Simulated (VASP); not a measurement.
# C (P6_3/mmc) in VASP: a series of runs

C is run at these levels: PBE; tasks: single point.

The COD entry that gives the cell may itself be a prediction, so a difference from it is no test against experiment.

Everything below comes from runs of VASP 6.6.1. Logs are shortened: lines on timing, memory, paths and dates and some standing lists are left out, and cuts for length are marked.

### Step 1. The cell of the first run

Symmetry: P6_3/mmc, No. 194, hexagonal system. Conventional cell: a = 2.539 Å, b = 2.539 Å, c = 8.374 Å, α = 90.00°, β = 90.00°, γ = 120.00°. Within 2.1 Å of C (site symmetry 3m) lie 4 C at 1.56 Å. Within 2.1 Å of C (site symmetry 3m) lie 4 C at 1.56 to 1.58 Å.

### Step 2. Single point, PBE

INCAR

```
SYSTEM = C
PREC = Accurate
ENCUT = 520
EDIFF = 1E-6
ISMEAR = 0
SIGMA = 0.05
LREAL = .FALSE.
LASPH = .TRUE.
NELM = 80
ALGO = Normal
ISIF = 2
LWAVE = .FALSE.
LCHARG = .FALSE.
GGA = PE
NBANDS = 26
```

KPOINTS

```
regular mesh
0
G
  12 12 4
  0 0 0
```

POSCAR

```
C
1.0
    2.5389641516      0.0000000000      0.0000000000
   -1.2694820758      2.1988074546      0.0000000000
    0.0000000000      0.0000000000      8.3736208784
C
8
Direct
    0.0000000000      0.0000000000      0.0929732494
    0.0000000000      0.0000000000      0.5929732494
    0.0000000000      0.0000000000      0.4070267506
    0.0000000000      0.0000000000      0.9070267506
    0.3333333333      0.6666666667      0.1555299995
    0.6666666667      0.3333333333      0.6555299995
    0.3333333333      0.6666666667      0.3444700005
    0.6666666667      0.3333333333      0.8444700005
```

Potentials or basis: VASP PAW PBE potentials, release 64 (C).

Command:

```sh
> cat potpaw_PBE.64/C/POTCAR > POTCAR
> mpirun -np 1 vasp_std > vasp.out
```

OUTCAR:

```text
SYSTEM = C
   PREC = Accurate
   ENCUT = 520
   EDIFF = 1E-6
   ISMEAR = 0
   LREAL = .FALSE.
   LASPH = .TRUE.
   NELM = 80
   ISIF = 2
   GGA = PE

 ion  position               nearest neighbor table
   1  0.000  0.000  0.093-   5 1.56   5 1.56   5 1.56   4 1.56
   2  0.000  0.000  0.593-   6 1.56   6 1.56   6 1.56   3 1.56
   3  0.000  0.000  0.407-   7 1.56   7 1.56   7 1.56   2 1.56
   4  0.000  0.000  0.907-   8 1.56   8 1.56   8 1.56   1 1.56
   5  0.333  0.667  0.156-   1 1.56   1 1.56   1 1.56   7 1.58
   6  0.667  0.333  0.656-   2 1.56   2 1.56   2 1.56   8 1.58
   7  0.333  0.667  0.344-   3 1.56   3 1.56   3 1.56   5 1.58
   8  0.667  0.333  0.844-   4 1.56   4 1.56   4 1.56   6 1.58

  LATTYP: Found a hexagonal cell.
 ALAT       =     2.5389641516
 C/A-ratio  =     3.2980461237

  Lattice vectors:

 A1 = (   2.5389641516,   0.0000000000,   0.0000000000)
 A2 = (  -1.2694820758,   2.1988074546,   0.0000000000)
 A3 = (   0.0000000000,   0.0000000000,   8.3736208784)

Analysis of symmetry for initial positions (statically):
=====================================================================
 Subroutine PRICEL returns:
 Original cell was already a primitive cell.

 Routine SETGRP: Setting up the symmetry group for a
 hexagonal supercell.

 Subroutine GETGRP returns: Found 24 space group operations
 (whereof 12 operations were pure point group operations)
 out of a pool of 24 trial point group operations.

The static configuration has the point symmetry D_3d.
 The point group associated with its full space group is D_6h.

Analysis of symmetry for dynamics (positions and initial velocities):
=====================================================================
 Subroutine PRICEL returns:
 Original cell was already a primitive cell.

 Routine SETGRP: Setting up the symmetry group for a
 hexagonal supercell.

 Subroutine GETGRP returns: Found 24 space group operations
 (whereof 12 operations were pure point group operations)
 out of a pool of 24 trial point group operations.

The dynamic configuration has the point symmetry D_3d.
 The point group associated with its full space group is D_6h.

 Subroutine INISYM returns: Found 24 space group operations
 (whereof 12 operations are pure point group operations),
 and found     1 'primitive' translations

----------------------------------------------------------------------------------------

                                     Primitive cell

  volume of cell :      46.7474

  direct lattice vectors                    reciprocal lattice vectors
     2.538964152  0.000000000  0.000000000     0.393861410  0.227395991  0.000000000
    -1.269482076  2.198807455  0.000000000     0.000000000  0.454791982  0.000000000
     0.000000000  0.000000000  8.373620878     0.000000000  0.000000000  0.119422651

  length of vectors
     2.538964152  2.538964152  8.373620878     0.454791982  0.454791982  0.119422651

  position of ions in fractional coordinates (direct lattice)
     0.000000000  0.000000000  0.092973249
     0.000000000  0.000000000  0.592973249
     0.000000000  0.000000000  0.407026751
     0.000000000  0.000000000  0.907026751
     0.333333333  0.666666667  0.155529999
     0.666666667  0.333333333  0.655529999
     0.333333333  0.666666667  0.344470001
     0.666666667  0.333333333  0.844470001

  ion indices of the primitive-cell ions
   primitive index   ion index
                 1           1
                 2           2
                 3           3
                 4           4
                 5           5
                 6           6
                 7           7
                 8           8

----------------------------------------------------------------------------------------

 KPOINTS: regular mesh

Automatic generation of k-mesh.
 Grid dimensions read from file:
 generate k-points for:   12   12    4

 Generating k-lattice:

  Cartesian coordinates                     Fractional coordinates (reciprocal lattice)
     0.032821784  0.018949666  0.000000000     0.083333333  0.000000000  0.000000000
     0.000000000  0.037899332  0.000000000     0.000000000  0.083333333  0.000000000
     0.000000000  0.000000000  0.029855663     0.000000000  0.000000000  0.250000000

  Length of vectors
     0.037899332  0.037899332  0.029855663

  Shift w.r.t. Gamma in fractional coordinates (k-lattice)
     0.000000000  0.000000000  0.000000000

 Subroutine IBZKPT returns following result:
 ===========================================

 Found     57 irreducible k-points:

 Following reciprocal coordinates:
            Coordinates               Weight
  0.000000  0.000000  0.000000      1.000000
  0.083333  0.000000  0.000000      6.000000
  0.166667  0.000000  0.000000      6.000000
  0.250000  0.000000  0.000000      6.000000
  0.333333 -0.000000  0.000000      6.000000
  0.416667  0.000000  0.000000      6.000000
[... 16 lines left out ...]
  0.250000  0.000000  0.250000     12.000000
  0.333333 -0.000000  0.250000     12.000000
 [... further k-points ...]
   k-points           NKPTS =     57   k-points in BZ     NKDIM =     57   number of bands    NBANDS=     26
   number of dos      NEDOS =    301   number of ions     NIONS =      8
   total plane-waves  NPLWV =  25600
   dimension x,y,z NGX =    20 NGY =   20 NGZ =   64
   dimension x,y,z NGXF=    40 NGYF=   40 NGZF=  128
   ions per type =               8
   NGX,Y,Z   is equivalent  to a cutoff of  13.10, 13.10, 12.71 a.u.
   NGXF,Y,Z  is equivalent  to a cutoff of  26.19, 26.19, 25.41 a.u.
 SYSTEM =  C
   PREC   = accura    normal or accurate (medium, high low for compatibility)
   ISTART =      0    job   : 0-new  1-cont  2-samecut
   ICHARG =      2    charge: 1-file 2-atom 10-const
   ISPIN  =      1    spin polarized calculation?
   LNONCOLLINEAR =      F non collinear calculations
   LSORBIT =      F    spin-orbit coupling
   LASPH  =      T    aspherical Exc in radial PAW
   ENCUT  =  520.0 eV  38.22 Ry    6.18 a.u.   4.72  4.72 15.57*2*pi/ulx,y,z
   NELM   =     80;   NELMIN=  2; NELMDL= -5     # of ELM steps
   EDIFF  = 0.1E-05   stopping-criterion for ELM
   LREAL  =      F    real-space projection
   EDIFFG = 0.1E-04   stopping-criterion for IOM
   NSW    =      0    number of steps for IOM
   IBRION =     -1    ionic relax: 0-MD 1-quasi-New 2-CG
   NFREE  =      0    steps in history (QN), initial steepest desc. (CG)
   ISIF   =      2    stress and relaxation
   ISYM   =      2    0-nonsym 1-usesym 2-fastsym
   POTIM  = 0.5000    time-step for ionic-motion
   TEBEG  =    0.0;   TEEND  =   0.0 temperature during run
   PSTRESS=    0.0 pullay stress
   NELECT =      32.0000    total number of electrons
   NUPDOWN=      -1.0000    fix difference up-down
   EMIN   =  10.00;   EMAX   =-10.00  energy-range for DOS
   EFERMI =   0.00;   METHOD = LEGACY
   ISMEAR =     0;   SIGMA  =   0.05  broadening in eV -4-tet -1-fermi 0-gaus
   EFERMI_NEDOS =   21; number of points for ismear=-14 and -15
   IALGO  =     38    algorithm
   IMIX   =      4    mixing-type and parameters
     AMIX     =   0.40;   BMIX     =  1.00
     AMIX_MAG =   1.60;   BMIX_MAG =  1.00
  volume/ion in A,a.u.               =       5.84        39.43
  Fermi-wavevector in a.u.,A,eV,Ry     =   1.442799  2.726495 28.322822  2.081669
  Thomas-Fermi vector in A             =   2.561278
   LORBIT       =      0    0 simple, 1 ext, 2 COOP (PROOUT), +10 PAW based schemes
   GGA     = PE    functional components
   LHFCALC =     F    Hartree Fock is set to
   AEXX    =    0.0000 exact exchange contribution
   IVDW    =     0    specifies the selected vdW correction
   LEPSILON=     F    determine dielectric tensor
   LRPA    =     F    only Hartree local field effects (RPA)
 non-spin polarized calculation
 Gauss-broadening in eV      SIGMA  =   0.05
  energy-cutoff  :      520.00
  volume of cell :       46.75
 maximum number of plane-waves:      1279
 NGX is ok and might be reduce to    20
   NGX =  9   NGY =  9   NGZ = 31

 number of electron      31.9999995 magnetization

 Free energy of the ion-electron system (eV)
  ---------------------------------------------------
  ext. energy  EPLUGINS =         0.00000000
  ---------------------------------------------------
  free energy    TOTEN  =       -72.63835922 eV

  energy without entropy =      -72.63835922  energy(sigma->0) =      -72.63835922

 E-fermi :   9.6826     XC(G=0): -13.1000

 val. band max:        9.4274372478   @ k =   0.0000   0.0000   0.0000
 cond. band min:      13.8990677176   @ k =   0.4167   0.0000   0.0000
 fundamental gap:      4.4716304698
 Fermi energy:         9.6826140169

 k-point     1 :       0.0000    0.0000    0.0000
  band No.  band energies     occupation
      1     -11.7912      2.00000
      2     -10.1829      2.00000
      3     -10.0807      2.00000
      4      -6.2866      2.00000
      5      -3.7523      2.00000
      6       2.7281      2.00000
[... 18 lines left out ...]
     25      17.4112      0.00000
     26      17.5212      0.00000

 k-point     2 :       0.0833    0.0000    0.0000
  band No.  band energies     occupation
      1     -11.6228      2.00000
      2     -10.0171      2.00000
      3      -9.9156      2.00000
      4      -6.1355      2.00000
      5      -3.5984      2.00000
      6       2.8097      2.00000
[... 18 lines left out ...]
     25      17.8977      0.00000
     26      18.2375      0.00000

 k-point     3 :       0.1667    0.0000    0.0000
  band No.  band energies     occupation
      1     -11.1197      2.00000
      2      -9.5219      2.00000
      3      -9.4231      2.00000
      4      -5.6849      2.00000
      5      -3.1504      2.00000
      6       2.9672      2.00000
[... 18 lines left out ...]
     25      18.6402      0.00000
     26      19.5029      0.00000

 k-point     4 :       0.2500    0.0000    0.0000
  band No.  band energies     occupation
      1     -10.2886      2.00000
      2      -8.7049      2.00000
      3      -8.6121      2.00000
      4      -4.9425      2.00000
      5      -2.4762      2.00000
      6       1.3973      2.00000
[... 18 lines left out ...]
     25      19.9129      0.00000
     26      19.9516      0.00000

 k-point     5 :       0.3333   -0.0000    0.0000
  band No.  band energies     occupation
      1      -9.1460      2.00000
      2      -7.5850      2.00000
      3      -7.5085      2.00000
      4      -3.9365      2.00000
      5      -2.0653      2.00000
      6      -0.6014      2.00000
[... 18 lines left out ...]
     25      20.4371      0.00000
     26      20.9700      0.00000

 k-point     6 :       0.4167    0.0000    0.0000
  band No.  band energies     occupation
      1      -7.7401      2.00000
      2      -6.2305      2.00000
      3      -6.2234      2.00000
      4      -3.4361      2.00000
      5      -2.9380      2.00000
      6      -2.1301      2.00000
[... 427 lines left out ...]
 k-point    21 :       0.0833    0.0000    0.2500
  band No.  band energies     occupation
      1     -11.5183      2.00000
      2     -10.6875      2.00000
      3      -9.0552      2.00000
      4      -6.8352      2.00000
      5      -2.7258      2.00000
      6       0.8377      2.00000
[... 18 lines left out ...]
     25      17.9951      0.00000
     26      18.1631      0.00000

 k-point    22 :       0.1667    0.0000    0.2500
  band No.  band energies     occupation
      1     -11.0156      2.00000
      2     -10.1891      2.00000
      3      -8.5679      2.00000
      4      -6.3713      2.00000
      5      -2.3006      2.00000
      6       1.1431      2.00000
[... 18 lines left out ...]
     25      19.2544      0.00000
     26      19.5744      0.00000

 k-point    23 :       0.2500    0.0000    0.2500
  band No.  band energies     occupation
      1     -10.1855      2.00000
      2      -9.3670      2.00000
      3      -7.7660      2.00000
      4      -5.6101      2.00000
      5      -1.6754      2.00000
      6       1.2107      2.00000
[... 18 lines left out ...]
     25      19.4681      0.00000
     26      20.8972      0.00000

 k-point    24 :       0.3333   -0.0000    0.2500
  band No.  band energies     occupation
      1      -9.0445      2.00000
      2      -8.2402      2.00000
      3      -6.6763      2.00000
      4      -4.5891      2.00000
      5      -1.5712      2.00000
      6      -0.5367      2.00000
[... 18 lines left out ...]
     25      19.7117      0.00000
     26      21.3119      0.00000

 [... further k-points ...]
[... 5 lines left out ...]
  --------------------------------------------------------------------------------------
  -------------------------------------------------------------------------------------
  Total       -2.8250828     -2.8250828     -2.8594454      0.0000000      0.0000000      0.0000000
  in kB      -96.8243738    -96.8243738    -98.0020872      0.0000000      0.0000000      0.0000000
  external PRESSURE =     -97.2169449 kB  Pullay stress =       0.0000000 kB

 VOLUME and BASIS-vectors are now :
 -----------------------------------------------------------------------------
  energy-cutoff  :      520.00
  volume of cell :       46.75
      direct lattice vectors                 reciprocal lattice vectors
     2.538964152  0.000000000  0.000000000     0.393861410  0.227395991  0.000000000
    -1.269482076  2.198807455  0.000000000     0.000000000  0.454791982  0.000000000
     0.000000000  0.000000000  8.373620878     0.000000000  0.000000000  0.119422651

 POSITION                                       TOTAL-FORCE (eV/Angst)
 -----------------------------------------------------------------------------------
      0.00000      0.00000      0.77852         0.000000      0.000000      0.006748
      0.00000      0.00000      4.96533        -0.000000     -0.000000      0.006748
      0.00000      0.00000      3.40829         0.000000     -0.000000     -0.006748
      0.00000      0.00000      7.59510        -0.000000     -0.000000     -0.006748
     -0.00000      1.46587      1.30235         0.000000      0.000000     -0.016405
      1.26948      0.73294      5.48916        -0.000000     -0.000000     -0.016405
     -0.00000      1.46587      2.88446         0.000000     -0.000000      0.016405
      1.26948      0.73294      7.07127        -0.000000     -0.000000      0.016405
 -----------------------------------------------------------------------------------
    total drift:                               -0.000000     -0.000000      0.000000

  FREE ENERGIE OF THE ION-ELECTRON SYSTEM (eV)
  ---------------------------------------------------
  free  energy   TOTEN  =       -72.6383592223 eV

  energy  without entropy=      -72.6383592223  energy(sigma->0) =      -72.63835922
```

It took 52 s on 1 thread of Intel Xeon Platinum 8259CL at 2.50GHz (Skylake/Cascade Lake), shared host; peak memory 0.18 GiB.

What came out:

```yaml
Free_energy: -72.6384 eV
Pressure: -9.7 GPa
Largest_force: 0.016 eV/Å
Band_gap_on_the_k_mesh: 4.47 eV, indirect (least direct gap 5.24 eV)
```

Forces on the atoms (eV/Å):
```
C    0.000  0.000  0.007
C    0.000  0.000  0.007
C    0.000  0.000 -0.007
C    0.000  0.000 -0.007
C    0.000  0.000 -0.016
C    0.000  0.000 -0.016
C    0.000  0.000  0.016
C    0.000  0.000  0.016
```

Stress tensor (GPa, compression positive):
```
-9.68  0.00  0.00
 0.00 -9.68  0.00
 0.00  0.00 -9.80
```

A k mesh can miss the band edges.

### Step 3. Single point, PBE

This run uses another cell than the first one, of 5.99 Å³/atom, 1.025 times its volume.

INCAR

```
SYSTEM = C
ALGO = Normal ; EDIFF = 1E-6
ENCUT = 520 ; GGA = PE
ISIF = 2 ; ISMEAR = 0
LASPH = .TRUE. ; LCHARG = .TRUE.
LELF = .TRUE. ; LREAL = .FALSE.
LVHAR = .TRUE. ; LWAVE = .FALSE.
NBANDS = 26 ; NELM = 80
PREC = Accurate ; SIGMA = 0.05
```

KPOINTS

```
k-points
0
G
  12 12 4
  0 0 0
```

POSCAR, as its differences from that of step 2:

```diff
@@ -2,5 +2,5 @@
 1.0
-    2.5389641516      0.0000000000      0.0000000000
-   -1.2694820758      2.1988074546      0.0000000000
-    0.0000000000      0.0000000000      8.3736208784
+    2.5601158911      0.0000000000      0.0000000000
+   -1.2800579455      2.2171253983      0.0000000000
+    0.0000000000      0.0000000000      8.4433802906
 C
```

Potentials or basis: VASP PAW PBE potentials, release 64 (C).

Command:

```sh
> cat potpaw_PBE.64/C/POTCAR > POTCAR
> mpirun -np 1 vasp_std > vasp.out
```

Wall time 56 s (1 thread of Intel Xeon Platinum 8259CL at 2.50GHz (Skylake/Cascade Lake), shared host); peak memory 0.18 GiB.

The run converged. Its results:

```
Free energy            : -72.5330 eV
Pressure               : -19.2 GPa
Largest force          : 0.036 eV/Å
Band gap on the k mesh : 4.41 eV, indirect (least direct gap 5.18 eV)
```

Forces on the atoms (eV/Å):
```
C    0.000  0.000  0.015
C    0.000  0.000  0.015
C    0.000  0.000 -0.015
C    0.000  0.000 -0.015
C    0.000  0.000 -0.036
C    0.000  0.000 -0.036
C    0.000  0.000  0.036
C    0.000  0.000  0.036
```

Stress tensor (GPa, compression positive):
```
-19.12   0.00   0.00
  0.00 -19.12   0.00
  0.00   0.00 -19.29
```

Levels at points of the mesh, in eV from the valence-band top:
```
           k point  band 13  band 14  band 15  band 16  band 17  band 18  band 19  band 20
(0.00, 0.00, 0.00)    -1.64    -0.20     0.00     0.00     5.18     5.18     5.33     6.93
(0.50, 0.00, 0.00)    -4.67    -4.46    -3.48    -2.81     4.48     5.38     5.83     5.89
(0.00, 0.00, 0.50)    -0.61    -0.61    -0.61    -0.61     5.91     5.91     5.91     5.91
(0.50, 0.00, 0.50)    -4.50    -4.50    -3.47    -3.47     4.81     4.81     6.81     6.81
```

A k mesh can miss the band edges.

### Step 4. Single point, PBE

This run uses another cell than the first one, of 6.14 Å³/atom, 1.051 times its volume.

INCAR

```
SYSTEM = C
PREC     = Accurate       ! precision mode
ENCUT    = 520            ! plane-wave cutoff, eV
EDIFF    = 1E-7           ! SCF threshold, eV
ISMEAR   = 0              ! smearing method
SIGMA    = 0.05           ! smearing width, eV
LREAL    = .False.        ! projectors in reciprocal space
LASPH    = .True.         ! aspherical terms in the spheres
NELM     = 100            ! most SCF steps
ALGO     = Normal         ! electronic algorithm
ISIF     = 2              ! what is computed and relaxed
LWAVE    = .False.        ! write WAVECAR
LCHARG   = .False.        ! write CHGCAR
GGA      = PE             ! functional
NBANDS   = 26             ! bands
```

KPOINTS

```
regular mesh
0
Gamma
  12 12 4
  0 0 0
```

POSCAR, as its differences from that of step 3:

```diff
@@ -2,5 +2,5 @@
 1.0
-    2.5601158911      0.0000000000      0.0000000000
-   -1.2800579455      2.2171253983      0.0000000000
-    0.0000000000      0.0000000000      8.4433802906
+    2.5810158241      0.0000000000      0.0000000000
+   -1.2905079120      2.2352252712      0.0000000000
+    0.0000000000      0.0000000000      8.5123092337
 C
```

Command:

```sh
> cat potpaw_PBE.64/C/POTCAR > POTCAR
> mpirun -np 1 vasp_std > vasp.out
```

Run time: 52 s. Hardware: 1 thread of Intel Xeon Platinum 8259CL at 2.50GHz (Skylake/Cascade Lake), shared host; peak memory 0.18 GiB.

It converged, with:

```
Free energy            : -72.3612 eV
Pressure               : -27.6 GPa
Largest force          : 0.054 eV/Å
Band gap on the k mesh : 4.35 eV, indirect (least direct gap 5.13 eV)
```

Forces in eV/Å, atoms in the order of the input:
```
C    0.000  0.000  0.022
C    0.000  0.000  0.022
C    0.000  0.000 -0.022
C    0.000  0.000 -0.022
C    0.000  0.000 -0.054
C    0.000  0.000 -0.054
C    0.000  0.000  0.054
C    0.000  0.000  0.054
```

Stress tensor (GPa, compression positive):
```
-27.52   0.00   0.00
  0.00 -27.52   0.00
  0.00   0.00 -27.72
```

Levels at points of the mesh, in eV from the valence-band top:
```csv
k point,band 14,band 15,band 16,band 17,band 18,band 19
"(0.00, 0.00, 0.00)",-0.19,0.00,0.00,5.13,5.13,5.27
"(0.50, 0.00, 0.00)",-4.36,-3.39,-2.75,4.43,5.28,5.77
"(0.00, 0.00, 0.50)",-0.60,-0.60,-0.60,5.84,5.84,5.84
"(0.50, 0.00, 0.50)",-4.39,-3.39,-3.39,4.75,4.75,6.73
```

[end of part 1 of 2]
